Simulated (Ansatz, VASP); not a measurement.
**CoO in VASP and in Ansatz**

Contents of INCAR:

```
SYSTEM = CoO
ALGO = Normal
EDIFF = 1E-6
ENCUT = 700
GGA = PE
GGA_COMPAT = .False.
ISIF = 2
ISMEAR = -1
ISPIN = 2
LASPH = .True.
LCHARG = .False.
LMAXMIX = 4
LORBIT = 11
LREAL = .False.
LWAVE = .False.
MAGMOM = 2 0
NBANDS = 22
NELM = 200
PREC = Accurate
SIGMA = 0.05
```

The input KPOINTS:

```
k-points
0
Gamma
  10 10 10
  0 0 0
```

The input POSCAR:

```
CoO
1.0
    2.5705263100      0.0000000000      0.0000000000
    0.0000000000      2.5705263100      0.0000000000
    0.0000000000      0.0000000000      2.5705263100
Co O
1 1
Direct
    0.0000000000      0.0000000000      0.0000000000
    0.5000000000      0.5000000000      0.5000000000
```

The input input.yaml:

```yaml
crystal:
  lattice:
    - [2.57052631, 0.0, 0.0]
    - [0.0, 2.57052631, 0.0]
    - [0.0, 0.0, 2.57052631]
  atoms:
    - { symbol: Co, position: [0.0, 0.0, 0.0], spin: 2.0 }
    - { symbol: O, position: [0.5, 0.5, 0.5] }
hamiltonian:
  xc: pbe
  pseudopotentials: { kind: paw }
magnetization:
  spin_polarized: true
kpoints:
  mp_grid: { grid: [10, 10, 10] }
scf:
  occupations: { method: fermi_dirac, width: 0.05 }
output:
  forces: true
  stress: true
  eigenvalues: true
```

Alike in both runs: task single point; functional PBE; k mesh 10 × 10 × 10; occupations fermi-dirac, width 0.05 eV; collinear spin.

```csv
,VASP,Ansatz
version,VASP 6.6.1,Ansatz 0.2.0
potentials or method,"VASP PAW PBE potentials, release 64 (Co_sv, O)",Ansatz PAW
plane-wave cutoff (eV),700,420
valence electrons in the cell,23,23
```

|  | VASP | Ansatz | Ansatz less VASP |
| --- | --- | --- | --- |
| gap on the k mesh at the Fermi level (eV) | none | none | - |
| pressure (GPa) | 10.6 | 11.7 | +1.11 |
| net moment per atom (μB) | 1.50 | 1.50 | 0.000 |
| size of the moment on the site where the two differ most (μB) | 0.45 | 0.48 | +0.030 |

Site moments also hang on the region over which each program counts them. A gap of «none» marks a metal or a gap that the smearing closes. With one functional, cell and mesh, what is left measures potentials, basis and numerics.
